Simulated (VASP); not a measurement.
# V (R-3m) in VASP: a series of runs, part 2 of 2

VASP 6.6.1. The steps go on from the part before.

### 3 Relaxation of cell and atoms, PBE

INCAR

```
ALGO     = Normal         # electronic algorithm
EDIFF    = 1E-7           # SCF threshold, eV
EDIFFG   = -0.04          # ionic threshold
ENCUT    = 600            # plane-wave cutoff, eV
GGA      = PE             # functional
IBRION   = 2              # ionic algorithm
ISIF     = 3              # what is computed and relaxed
ISMEAR   = 0              # smearing method
LASPH    = True           # aspherical terms in the spheres
LCHARG   = False          # write CHGCAR
LREAL    = False          # projectors in reciprocal space
LWAVE    = False          # write WAVECAR
NELM     = 100            # most SCF steps
NSW      = 90             # ionic steps
PREC     = Accurate       # precision mode
SIGMA    = 0.1            # smearing width, eV
```

KPOINTS

```
k-points
0
Gamma
  9 9 9
```

POSCAR

```
V
1.0
    1.3794420357      0.7964212306      4.2393545036
   -1.3794420357      0.7964212306      4.2393545036
    0.0000000000     -1.5928424613      4.2393545036
V
2
Direct
    0.0872612563      0.0872612563      0.0872612563
    0.9127387437      0.9127387437      0.9127387437
```

Potentials or basis: VASP PAW PBE potentials, release 64 (V_sv).

Launch:

```bash
$ cat potpaw_PBE.64/V_sv/POTCAR > POTCAR
$ mpirun -np 1 vasp_std > vasp.out
```

Run time: 87 s. Hardware: 1 thread of Intel Xeon 6975P-C (Granite Rapids), shared host; peak memory 0.21 GiB.

It converged, with:

```
Free energy                           : -17.1559 eV
Relaxed volume                        : 14.03 Å³/atom
Relaxed cell                          : a = 4.533 Å, b = 4.533 Å, c = 4.533 Å, α = 35.49°, β = 35.49°, γ = 35.49°
Space group after relaxing (to 0.1 Å) : R-3m (No. 166)
Energy gained by relaxing             : 0.1 meV/atom
Ionic steps                           : 3
Pressure after relaxing               : -0.1 GPa
Largest force after relaxing          : 0.020 eV/Å
Band gap on the k mesh                : zero (bands 13 and 14 overlap by 0.10 eV)
```

Forces in eV/Å, atoms in the order of the input:
```
V    0.000  0.000  0.020
V    0.000  0.000 -0.020
```

Stress tensor (GPa, compression positive):
```
-0.03  0.00  0.00
 0.00 -0.03  0.00
 0.00  0.00 -0.30
```

The path:
```csv
step,energy change (eV),largest force (eV/Å),pressure (GPa),volume (Å³)
1,0.0000,0.0553,0.50,27.94
2,-0.0002,0.0001,-0.48,28.12
3,-0.0003,0.0198,-0.12,28.06
```

Final structure:
```
V
1.0
     1.38153    0.79763    4.24353
    -1.38153    0.79763    4.24353
     0.00000   -1.59525    4.24353
V
2
Direct
  0.08739 0.08739 0.08739
  0.91261 0.91261 0.91261
```

Levels at points of the mesh, in eV from the Fermi level:
```tsv
k point	band 10	band 11	band 12	band 13	band 14	band 15	band 16	band 17
(0.00, 0.00, 0.00)	-2.54	-1.01	0.06	0.06	0.18	0.18	1.45	1.65
```

### 4 Single point, PBE, collinear spin, ferromagnetic start

This run uses another cell than the first one, of 16.12 Å³/atom.

INCAR

```
  PREC = Accurate
  ENCUT = 520
  EDIFF = 1E-6
  ISMEAR = 0
  SIGMA = 0.1
  LREAL = F
  LASPH = T
  NELM = 150
  ALGO = Normal
  ISIF = 2
  LWAVE = F
  LCHARG = F
  ISPIN = 2
  MAGMOM = 2 2
  LORBIT = 11
  LMAXMIX = 4
  GGA = PE
  NBANDS = 24
```

KPOINTS

```
Automatic mesh
0
Gamma
  6 6 6
```

POSCAR

```
V
1.0
    1.5721831129      0.9077003434      3.7646927216
   -1.5721831129      0.9077003434      3.7646927216
    0.0000000000     -1.8154006869      3.7646927216
V
2
Direct
    0.0577000000      0.0577000000      0.0577000000
    0.9423000000      0.9423000000      0.9423000000
```

Potentials or basis: VASP PAW PBE potentials, release 64 (V_sv).

Launch:

```bash
$ cat potpaw_PBE.64/V_sv/POTCAR > POTCAR
$ mpirun -np 1 vasp_std > vasp.out
```

OUTCAR:

```text
PREC = Accurate
   ENCUT = 520
   EDIFF = 1E-6
   ISMEAR = 0
   LREAL = F
   LASPH = T
   NELM = 150
   ISIF = 2
   ISPIN = 2
   LORBIT = 11
   GGA = PE

 ion  position               nearest neighbor table
   1  0.058  0.058  0.058-   2 1.30
   2  0.942  0.942  0.942-   1 1.30

 -----------------------------------------------------------------------------
|                                                                             |
|           W    W    AA    RRRRR   N    N  II  N    N   GGGG   !!!           |
|           W    W   A  A   R    R  NN   N  II  NN   N  G    G  !!!           |
|           W    W  A    A  R    R  N N  N  II  N N  N  G       !!!           |
|           W WW W  AAAAAA  RRRRR   N  N N  II  N  N N  G  GGG   !            |
|           WW  WW  A    A  R   R   N   NN  II  N   NN  G    G                |
|           W    W  A    A  R    R  N    N  II  N    N   GGGG   !!!           |
|                                                                             |
|     The distance between some ions is very small. Please check the          |
|     nearest-neighbor list in the OUTCAR file.                               |
|     I HOPE YOU KNOW WHAT YOU ARE DOING!                                     |
[... 1515 lines left out ...]

  FORCE on cell =-STRESS in cart. coord.  units (eV):
  Direction    XX          YY          ZZ          XY          YZ          ZX
  --------------------------------------------------------------------------------------
  -------------------------------------------------------------------------------------
  Total       -1.8636573     -1.8636573    125.4231325      0.0000000     -0.0000000      0.0000000
  in kB      -92.6296946    -92.6296946   6233.9284578      0.0000000     -0.0000001      0.0000000
  external PRESSURE =    2016.2230228 kB  Pullay stress =       0.0000000 kB

 VOLUME and BASIS-vectors are now :
 -----------------------------------------------------------------------------
  energy-cutoff  :      520.00
  volume of cell :       32.23
      direct lattice vectors                 reciprocal lattice vectors
     1.572183113  0.907700343  3.764692722     0.318029112  0.183614194  0.088541976
    -1.572183113  0.907700343  3.764692722    -0.318029112  0.183614194  0.088541976
     0.000000000 -1.815400687  3.764692722     0.000000000 -0.367228387  0.088541976

 POSITION                                       TOTAL-FORCE (eV/Angst)
 -----------------------------------------------------------------------------------
      0.00000     -0.00000      0.65167         0.000000     -0.000000     95.766749
      0.00000     -0.00000     10.64241         0.000000      0.000000    -95.766749
 -----------------------------------------------------------------------------------
    total drift:                               -0.000000     -0.000000      0.000000

  FREE ENERGIE OF THE ION-ELECTRON SYSTEM (eV)
  ---------------------------------------------------
  free  energy   TOTEN  =        -1.2405987674 eV

  energy  without entropy=       -1.2260314425  energy(sigma->0) =       -1.23331510

 total charge

# of ion       s       p       d       tot
------------------------------------------
    1        2.378   6.594   4.667  13.638
    2        2.378   6.594   4.667  13.638
--------------------------------------------------
tot          4.756  13.187   9.333  27.276

 magnetization (x)

# of ion       s       p       d       tot
------------------------------------------
    1       -0.000   0.000  -0.000  -0.000
    2       -0.000   0.000  -0.000  -0.000
--------------------------------------------------
tot         -0.000   0.000  -0.000  -0.000
```

It took 32 s on 1 thread of Intel Xeon 6975P-C (Granite Rapids), shared host; peak memory 0.21 GiB.

Results:

| Property | Result |
| --- | --- |
| Free energy | -1.2406 eV |
| Pressure | 201.6 GPa |
| Largest force | 95.767 eV/Å |
| Band gap on the k mesh | zero (filled and empty bands overlap) |
| Net moment | 0.00 μB per cell |

Forces on the atoms (eV/Å):
```
V     0.000   0.000  95.767
V     0.000   0.000 -95.767
```

Stress tensor (GPa, compression positive):
```
 -9.26   0.00   0.00
  0.00  -9.26   0.00
  0.00   0.00 623.39
```

Caveat: the k points lie up to 0.40 Å⁻¹ apart, too coarse for converged energies and pressures of a metal; atoms lie so close that the PAW spheres overlap strongly, which falsifies energies and pressures; forces of over 1 eV/Å act on the atoms, so gaps and moduli don't describe the material at rest.

### 5 The runs side by side

| task | spin | cell | k mesh | cutoff (eV) | gap on the mesh (eV) | pressure (GPa) | largest force (eV/Å) |
| --- | --- | --- | --- | --- | --- | --- | --- |
| single point | off | a = 4.477 Å, angles 36.1°, 2 atoms, atomic positions A | 9 × 9 × 9 | 520 | none | 0.6 | 0.07 |
| relaxation of cell and atoms | off | relaxed from a = 4.529 Å, angles 35.5°, 2 atoms, atomic positions A | 9 × 9 × 9 | 600 | none | -0.1 | 0.02 |
| single point | collinear, ferromagnetic start | a = 4.180 Å, angles 44.2°, 2 atoms, atomic positions B | 6 × 6 × 6 | 520 | none | 201.6 | 95.77 |

Alike in all rows: level PBE; potentials or basis VASP PAW PBE potentials, release 64 (V_sv); smearing gaussian 0.1 eV.

Caveats: some runs use coarse meshes; atoms lie so close that the PAW spheres overlap strongly, which falsifies energies and pressures (at least some runs); forces of over 1 eV/Å act on the atoms, so gaps and moduli don't describe the material at rest (at least some runs).

Total energies depend on the potentials used, so only differences within one code and one set of settings carry meaning.
